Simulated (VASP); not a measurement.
Crystal: As.

```
As
1.0
     1.87975    1.08527    3.48577
    -1.87975    1.08527    3.48577
     0.00000   -2.17055    3.48577
As
2
Cartesian
  0.0000 0.0000 2.3795
  0.0000 0.0000 8.0778
```

| Quantity | Value |
| --- | --- |
| Program | VASP 6.6.1 |
| Task | relaxation of cell and atoms |
| Functional | PBEsol |
| Potentials or basis | VASP PAW PBE potentials, release 64 (As) |
| Cutoff | 600 eV |
| k mesh | 12 × 12 × 12 |
| Occupations | gaussian, width 0.05 eV |
| Spin | no spin polarisation |

At the start: pressure 0.5 GPa; volume 21.33 Å³/atom.

Question: Where does the relaxation end?

Answer: Over 10 steps the energy falls by 5.9 meV/atom and the volume is 20.86 Å³/atom (-2.2 %); space group R-3m (No. 166, to 0.05 Å).

The path:
| step | energy change (eV) | largest force (eV/Å) | pressure (GPa) | volume (Å³) |
| --- | --- | --- | --- | --- |
| 1 | 0.0000 | 0.2433 | 0.50 | 42.67 |
| 2 | -0.0040 | 0.0094 | -0.98 | 43.08 |
| 3 | -0.0040 | 0.0299 | -0.84 | 43.04 |
| 4 | -0.0082 | 0.0074 | -0.54 | 42.57 |
| 5 | -0.0115 | 0.0277 | 0.12 | 41.75 |
| 6 | -0.0116 | 0.0302 | 0.19 | 41.67 |
| 7 | -0.0119 | 0.0204 | -0.08 | 41.76 |
| 8 | -0.0119 | 0.0220 | -0.04 | 41.75 |
| 9 | -0.0119 | 0.0054 | 0.09 | 41.71 |
| 10 | -0.0119 | 0.0042 | 0.05 | 41.72 |

Final structure:
```
CELL_PARAMETERS angstrom
1.89445 1.09376 3.35608
-1.89445 1.09376 3.35608
0.00000 -2.18753 3.35608
ATOMIC_POSITIONS crystal
As 0.23062 0.23062 0.23062
As 0.76938 0.76938 0.76938
```

Caveat: the PAW data sets were made with another functional, which shifts forces and pressure a little.
